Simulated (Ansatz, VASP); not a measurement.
## One calculation of Ca, two programs

```xyz
2
Lattice="3.9454 0.0000 0.0000 -1.9727 3.4168 0.0000 0.0000 0.0000 6.4441" Properties=species:S:1:pos:R:3 pbc="T T T"
Ca    0.0000    2.2779    4.8331
Ca    1.9727    1.1389    1.6110
```

Alike in both runs: functional PBE; k mesh 6 × 6 × 4; occupations gaussian, width 0.05 eV; no spin polarisation.

Ansatz relaxed the structure, and its values are those at the end. VASP's run is a single point on that final structure, the one shown.

```csv
,VASP,Ansatz
version,VASP 6.6.1,Ansatz 0.2.0
potentials or method,"VASP PAW PBE potentials, release 64 (Ca_sv), cutoff 520 eV","scalar-relativistic, plane waves, PAW"
valence electrons in the cell,20,20
```

|  | VASP | Ansatz | Ansatz less VASP |
| --- | --- | --- | --- |
| pressure (GPa) | -0.4 | -0.4 | -0.01 |
